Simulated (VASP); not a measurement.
# Cr2O3 (R-3c) in VASP: single point with PBE+U

Aim: the single point of Cr2O3 with PBE+U.

Program: VASP 6.6.1. These are calculated values, not measurements. Logs are shortened: lines on timing, memory, paths and dates and some standing lists are left out, and cuts for length are marked.

## 1. The cell of the first run

The structure is trigonal, space group R-3c (No. 167). The conventional cell has a = 4.913 Å, b = 4.913 Å, c = 13.469 Å, α = 90.00°, β = 90.00°, γ = 120.00°. Within 2.6 Å of Cr (site symmetry 3) lie 6 O at 1.96 to 1.98 Å. Within 2.6 Å of O (site symmetry 2) lie 4 Cr at 1.96 to 1.98 Å and 2 O at 2.57 Å.

## 2. Single point, PBE+U, collinear spin, ferrimagnetic start

The input, INCAR:

```
PREC     = Accurate       # precision mode
ENCUT    = 520            # plane-wave cutoff, eV
EDIFF    = 1E-6           # SCF threshold, eV
ISMEAR   = 0              # smearing method
SIGMA    = 0.02           # smearing width, eV
LREAL    = False          # projectors in reciprocal space
LASPH    = True           # aspherical terms in the spheres
NELM     = 150            # most SCF steps
ALGO     = Normal         # electronic algorithm
ISIF     = 2              # what is computed and relaxed
LWAVE    = False          # write WAVECAR
LCHARG   = False          # write CHGCAR
ISPIN    = 2              # spin polarisation
MAGMOM   = 2.71 2.71 2.71 2.71 -0.04 -0.04 -0.04 -0.04 -0.04 -0.04 # initial moments
LORBIT   = 11             # projections on sites
LMAXMIX  = 4              # l up to which the mixer works
LDAU     = True           # DFT+U
LDAUTYPE = 2            
LDAUL    = 2 -1           # shell
LDAUU    = 3.7 0          # U, eV
LDAUJ    = 0 0          
LDAUPRINT= 1            
GGA      = PE             # functional
NBANDS   = 57             # bands
```

The input, KPOINTS:

```
Automatic mesh
0
Gamma
  4 4 4
```

The input, POSCAR:

```
Cr2O3
1.0
    2.4564000900      1.4182032500      4.4896300000
   -2.4564000900      1.4182032500      4.4896300000
    0.0000000000     -2.8364065000      4.4896300000
Cr O
4 6
Direct
    0.8475000000      0.8475000000      0.8475000000
    0.6525000000      0.6525000000      0.6525000000
    0.1525000000      0.1525000000      0.1525000000
    0.3475000000      0.3475000000      0.3475000000
    0.0519000000      0.4481000000      0.7500000000
    0.7500000000      0.0519000000      0.4481000000
    0.4481000000      0.7500000000      0.0519000000
    0.9481000000      0.5519000000      0.2500000000
    0.2500000000      0.9481000000      0.5519000000
    0.5519000000      0.2500000000      0.9481000000
```

Potentials or basis: VASP PAW PBE potentials, release 64 (Cr_pv, O).

Started as:

```
> cat potpaw_PBE.64/Cr_pv/POTCAR potpaw_PBE.64/O/POTCAR > POTCAR
> mpirun -np 1 vasp_std > vasp.out
```

OUTCAR:

```text
PREC = Accurate
   ENCUT = 520
   EDIFF = 1E-6
   ISMEAR = 0
   LREAL = False
   LASPH = True
   NELM = 150
   ISIF = 2
   ISPIN = 2
   LORBIT = 11
   GGA = PE

 ion  position               nearest neighbor table
   1  0.847  0.847  0.847-   9 1.96   8 1.96  10 1.96   7 1.98   6 1.98   5 1.98   2 2.63   3 2.86
                             3 2.86   3 2.86
   2  0.653  0.653  0.653-  10 1.96   8 1.96   9 1.96   7 1.98   6 1.98   5 1.98   1 2.63   4 2.86
                             4 2.86   4 2.86
   3  0.153  0.153  0.153-   6 1.96   5 1.96   7 1.96   9 1.98  10 1.98   8 1.98   4 2.63   1 2.86
                             1 2.86   1 2.86
   4  0.347  0.347  0.347-   7 1.96   5 1.96   6 1.96   9 1.98  10 1.98   8 1.98   3 2.63   2 2.86
                             2 2.86   2 2.86
   5  0.052  0.448  0.750-   3 1.96   4 1.96   1 1.98   2 1.98
   6  0.750  0.052  0.448-   3 1.96   4 1.96   1 1.98   2 1.98
   7  0.448  0.750  0.052-   4 1.96   3 1.96   1 1.98   2 1.98
   8  0.948  0.552  0.250-   1 1.96   2 1.96   3 1.98   4 1.98
   9  0.250  0.948  0.552-   1 1.96   2 1.96   3 1.98   4 1.98
  10  0.552  0.250  0.948-   2 1.96   1 1.96   3 1.98   4 1.98

  LATTYP: Found a trigonal (rhomboedric) cell.
 ALAT       =     5.3105535867
 COS(alpha) =     0.5720937657

  Lattice vectors:

 A1 = (   2.4564000900,   1.4182032500,   4.4896300000)
 A2 = (  -2.4564000900,   1.4182032500,   4.4896300000)
 A3 = (   0.0000000000,  -2.8364065000,   4.4896300000)

Analysis of symmetry for initial positions (statically):
=====================================================================
 Subroutine PRICEL returns:
 Original cell was already a primitive cell.

 Routine SETGRP: Setting up the symmetry group for a
 trigonal (rhombohedral) supercell.

 Subroutine GETGRP returns: Found 12 space group operations
 (whereof  6 operations were pure point group operations)
 out of a pool of 12 trial point group operations.

The static configuration has the point symmetry S_6 .
 The point group associated with its full space group is D_3d.

Analysis of symmetry for dynamics (positions and initial velocities):
=====================================================================
 Subroutine PRICEL returns:
 Original cell was already a primitive cell.

 Routine SETGRP: Setting up the symmetry group for a
 trigonal (rhombohedral) supercell.

 Subroutine GETGRP returns: Found 12 space group operations
 (whereof  6 operations were pure point group operations)
 out of a pool of 12 trial point group operations.

The dynamic configuration has the point symmetry S_6 .
 The point group associated with its full space group is D_3d.

Analysis of structural, dynamic, and magnetic symmetry:
=====================================================================
 Subroutine PRICEL returns:
 Original cell was already a primitive cell.

 Routine SETGRP: Setting up the symmetry group for a
 trigonal (rhombohedral) supercell.

 Subroutine GETGRP returns: Found 12 space group operations
 (whereof  6 operations were pure point group operations)
 out of a pool of 12 trial point group operations.

The overall configuration has the point symmetry S_6 .
 The point group associated with its full space group is D_3d.

 Subroutine INISYM returns: Found 12 space group operations
 (whereof  6 operations are pure point group operations),
 and found     1 'primitive' translations

----------------------------------------------------------------------------------------

                                     Primitive cell

  volume of cell :      93.8425

  direct lattice vectors                    reciprocal lattice vectors
     2.456400090  1.418203250  4.489630000     0.203549903  0.117519592  0.074245168
    -2.456400090  1.418203250  4.489630000    -0.203549903  0.117519592  0.074245168
     0.000000000 -2.836406500  4.489630000     0.000000000 -0.235039183  0.074245168

  length of vectors
     5.310553587  5.310553587  5.310553584     0.246486840  0.246486840  0.246486841

  position of ions in fractional coordinates (direct lattice)
[... 91 lines left out ...]
   POTIM  = 0.5000    time-step for ionic-motion
   TEBEG  =    0.0;   TEEND  =   0.0 temperature during run
   PSTRESS=    0.0 pullay stress
   NELECT =      84.0000    total number of electrons
   NUPDOWN=      -1.0000    fix difference up-down
   EMIN   =  10.00;   EMAX   =-10.00  energy-range for DOS
   EFERMI =   0.00;   METHOD = LEGACY
   ISMEAR =     0;   SIGMA  =   0.02  broadening in eV -4-tet -1-fermi 0-gaus
   EFERMI_NEDOS =   21; number of points for ismear=-14 and -15
   IALGO  =     38    algorithm
   IMIX   =      4    mixing-type and parameters
     AMIX     =   0.40;   BMIX     =  1.00
     AMIX_MAG =   1.60;   BMIX_MAG =  1.00
  volume/ion in A,a.u.               =       9.38        63.33
  Fermi-wavevector in a.u.,A,eV,Ry     =   1.577738  2.981492 33.868387  2.489256
  Thomas-Fermi vector in A             =   2.678374
   LORBIT       =     11    0 simple, 1 ext, 2 COOP (PROOUT), +10 PAW based schemes
 LDA+U is selected, type is set to LDAUTYPE =  2
   angular momentum for each species LDAUL =     2   -1
   U (eV)           for each species LDAUU =   3.7  0.0
   J (eV)           for each species LDAUJ =   0.0  0.0
   GGA     = PE    functional components
   LHFCALC =     F    Hartree Fock is set to
   AEXX    =    0.0000 exact exchange contribution
   IVDW    =     0    specifies the selected vdW correction
   LEPSILON=     F    determine dielectric tensor
   LRPA    =     F    only Hartree local field effects (RPA)
 spin polarized calculation
 Gauss-broadening in eV      SIGMA  =   0.02
  energy-cutoff  :      520.00
  volume of cell :       93.84
 maximum number of plane-waves:      2542
   NGX = 19   NGY = 19   NGZ = 19

atom =   1  type =  1  l = 2

 onsite density matrix

spin component  1
[... 116 lines left out ...]
  o =  0.0497  v =  0.0000  0.0000  0.0000  0.0000  0.0000  0.7981  0.5853  0.0000  0.0000  0.1429      0.0000  0.0000  0.0000  0.0000  0.0000  0.0000  0.0000  0.0000  0.0000  0.0000
  o =  0.0497  v =  0.0000  0.0000  0.0000  0.0000  0.0000 -0.1429  0.0000  0.0000 -0.5853  0.7981      0.0000  0.0000  0.0000  0.0000  0.0000  0.0000  0.0000  0.0000  0.0000  0.0000
  o =  0.0595  v =  0.0000  0.0000  0.0000  0.0000  0.0000 -0.0000  0.0000 -1.0000 -0.0000  0.0000      0.0000  0.0000  0.0000  0.0000  0.0000  0.0000  0.0000  0.0000  0.0000  0.0000
  o =  0.2186  v =  0.0000  0.0000  0.0000  0.0000  0.0000 -0.5761  0.8108  0.0000  0.0000 -0.1032      0.0000  0.0000  0.0000  0.0000  0.0000  0.0000  0.0000  0.0000  0.0000  0.0000
  o =  0.2186  v =  0.0000  0.0000  0.0000  0.0000  0.0000  0.1032  0.0000  0.0000 -0.8108 -0.5761      0.0000  0.0000  0.0000  0.0000  0.0000  0.0000  0.0000  0.0000  0.0000  0.0000
  o =  0.3264  v =  0.5565 -0.8215  0.0000 -0.0000  0.1243  0.0000  0.0000  0.0000  0.0000  0.0000      0.0000  0.0000  0.0000  0.0000  0.0000  0.0000  0.0000  0.0000  0.0000  0.0000
  o =  0.3264  v =  0.1243  0.0000 -0.0000 -0.8215 -0.5565  0.0000  0.0000  0.0000  0.0000  0.0000      0.0000  0.0000  0.0000  0.0000  0.0000  0.0000  0.0000  0.0000  0.0000  0.0000
  o =  0.9474  v =  0.8018  0.5702  0.0000  0.0000  0.1790  0.0000  0.0000  0.0000  0.0000  0.0000      0.0000  0.0000  0.0000  0.0000  0.0000  0.0000  0.0000  0.0000  0.0000  0.0000
  o =  0.9474  v = -0.1790  0.0000  0.0000 -0.5702  0.8018  0.0000  0.0000  0.0000  0.0000  0.0000      0.0000  0.0000  0.0000  0.0000  0.0000  0.0000  0.0000  0.0000  0.0000  0.0000
  o =  0.9576  v = -0.0000  0.0000 -1.0000 -0.0000  0.0000  0.0000  0.0000  0.0000  0.0000  0.0000      0.0000  0.0000  0.0000  0.0000  0.0000  0.0000  0.0000  0.0000  0.0000  0.0000

 number of electron      84.0000001 magnetization      12.0000003

 Free energy of the ion-electron system (eV)
  ---------------------------------------------------
  ext. energy  EPLUGINS =         0.00000000
  ---------------------------------------------------
  free energy    TOTEN  =       -78.46137867 eV

  energy without entropy =      -78.46137867  energy(sigma->0) =      -78.46137867

 E-fermi :   6.4776     XC(G=0): -12.2229

 val. band max:        6.3889556248   @ k =  -0.2500   0.2500   0.2500
 cond. band min:       9.3429902087   @ k =   0.5000   0.5000   0.0000
 fundamental gap:      2.9540345839
 Fermi energy:         6.4775860326

 spin component 1

 k-point     1 :       0.0000    0.0000    0.0000
  band No.  band energies     occupation
      1     -37.3644      1.00000
      2     -37.3093      1.00000
      3     -37.2943      1.00000
      4     -37.2943      1.00000
      5     -37.2623      1.00000
      6     -37.2623      1.00000
[... 730 lines left out ...]
     53      10.5834      0.00000
     54      10.5834      0.00000
 Fermi energy:         6.4775860326

 spin component 2

 k-point     1 :       0.0000    0.0000    0.0000
  band No.  band energies     occupation
      1     -34.3721      1.00000
      2     -34.3001      1.00000
      3     -34.2837      1.00000
      4     -34.2837      1.00000
      5     -34.2416      1.00000
      6     -34.2416      1.00000
[... 730 lines left out ...]
     53      12.6401      0.00000
     54      12.6401      0.00000
 [bands above 54 left out]

------------------------ aborting loop because EDIFF is reached ----------------------------------------

  FORCE on cell =-STRESS in cart. coord.  units (eV):
  Direction    XX          YY          ZZ          XY          YZ          ZX
  --------------------------------------------------------------------------------------
  -------------------------------------------------------------------------------------
  Total       14.4312973     14.4312972     14.0635018      0.0000000      0.0000000      0.0000000
  in kB      246.3863096    246.3863085    240.1069185      0.0000000      0.0000000      0.0000000
  external PRESSURE =     244.2931789 kB  Pullay stress =       0.0000000 kB

 VOLUME and BASIS-vectors are now :
 -----------------------------------------------------------------------------
  energy-cutoff  :      520.00
  volume of cell :       93.84
      direct lattice vectors                 reciprocal lattice vectors
     2.456400090  1.418203250  4.489630000     0.203549903  0.117519592  0.074245168
    -2.456400090  1.418203250  4.489630000    -0.203549903  0.117519592  0.074245168
     0.000000000 -2.836406500  4.489630000     0.000000000 -0.235039183  0.074245168

 POSITION                                       TOTAL-FORCE (eV/Angst)
 -----------------------------------------------------------------------------------
      0.00000      0.00000     11.41488         0.000000      0.000000      0.896645
      0.00000      0.00000      8.78845         0.000000     -0.000000     -0.896645
      0.00000      0.00000      2.05401         0.000000     -0.000000     -0.896645
      0.00000      0.00000      4.68044         0.000000     -0.000000      0.896645
     -0.97323     -1.41820      5.61204         0.384940     -0.000000     -0.000000
      1.71481     -0.13374      5.61204        -0.192470      0.333368     -0.000000
     -0.74159      1.55194      5.61204        -0.192470     -0.333368     -0.000000
      0.97323      1.41820      7.85685        -0.384940     -0.000000     -0.000000
     -1.71481      0.13374      7.85685         0.192470     -0.333368     -0.000000
      0.74159     -1.55194      7.85685         0.192470      0.333368     -0.000000
 -----------------------------------------------------------------------------------
    total drift:                               -0.000000      0.000000      0.000000

  FREE ENERGIE OF THE ION-ELECTRON SYSTEM (eV)
  ---------------------------------------------------
  free  energy   TOTEN  =       -78.4613786704 eV

  energy  without entropy=      -78.4613786704  energy(sigma->0) =      -78.46137867

 total charge

# of ion       s       p       d       tot
------------------------------------------
    1        0.316   6.386   4.067  10.769
    2        0.316   6.386   4.067  10.769
    3        0.316   6.386   4.067  10.769
    4        0.316   6.386   4.067  10.769
    5        1.557   3.553   0.000   5.110
    6        1.557   3.553   0.000   5.110
    7        1.557   3.553   0.000   5.110
    8        1.557   3.553   0.000   5.110
    9        1.557   3.553   0.000   5.110
   10        1.557   3.553   0.000   5.110
--------------------------------------------------
tot         10.607  46.863  16.269  73.739

 magnetization (x)

# of ion       s       p       d       tot
------------------------------------------
    1        0.027   0.034   2.903   2.964
    2        0.027   0.034   2.903   2.964
    3        0.027   0.034   2.903   2.964
    4        0.027   0.034   2.903   2.964
    5       -0.004  -0.031   0.000  -0.035
    6       -0.004  -0.031   0.000  -0.035
    7       -0.004  -0.031   0.000  -0.035
    8       -0.004  -0.031   0.000  -0.035
    9       -0.004  -0.031   0.000  -0.035
   10       -0.004  -0.031   0.000  -0.035
--------------------------------------------------
tot          0.083  -0.050  11.613  11.645
```

Run time: 4.1 min. Hardware: 1 thread of Oxide Virtual Turin-like, shared host; peak memory 0.3 GiB.

Results:

- Free energy: -78.4614 eV
- Pressure: 24.4 GPa
- Largest force: 0.897 eV/Å
- Band gap on the k mesh: 2.95 eV, indirect (least direct gap 3.04 eV)
- Net moment: 12.00 μB per cell
- Site moments: Cr +2.96; O -0.04 μB
- Valence electrons inside the program's atomic spheres: Cr 10.77; O 5.11

Forces in eV/Å, atoms in the order of the input:
```
Cr   0.000  0.000  0.897
Cr   0.000  0.000 -0.897
Cr   0.000  0.000 -0.897
Cr   0.000  0.000  0.897
O    0.385  0.000  0.000
O   -0.192  0.333  0.000
O   -0.192 -0.333  0.000
O   -0.385  0.000  0.000
O    0.192 -0.333  0.000
O    0.192  0.333  0.000
```

Stress tensor (GPa, compression positive):
```
24.64  0.00  0.00
 0.00 24.64  0.00
 0.00  0.00 24.01
```

Eigenvalues of the final occupation matrices:
```tsv
site	spin	trace	eigenvalues
site 1 d	1	3.51	0.33 0.33 0.95 0.95 0.96
site 1 d	2	0.60	0.05 0.05 0.06 0.22 0.22
site 2 d	1	3.51	0.33 0.33 0.95 0.95 0.96
site 2 d	2	0.60	0.05 0.05 0.06 0.22 0.22
site 3 d	1	3.51	0.33 0.33 0.95 0.95 0.96
site 3 d	2	0.60	0.05 0.05 0.06 0.22 0.22
site 4 d	1	3.51	0.33 0.33 0.95 0.95 0.96
site 4 d	2	0.60	0.05 0.05 0.06 0.22 0.22
```
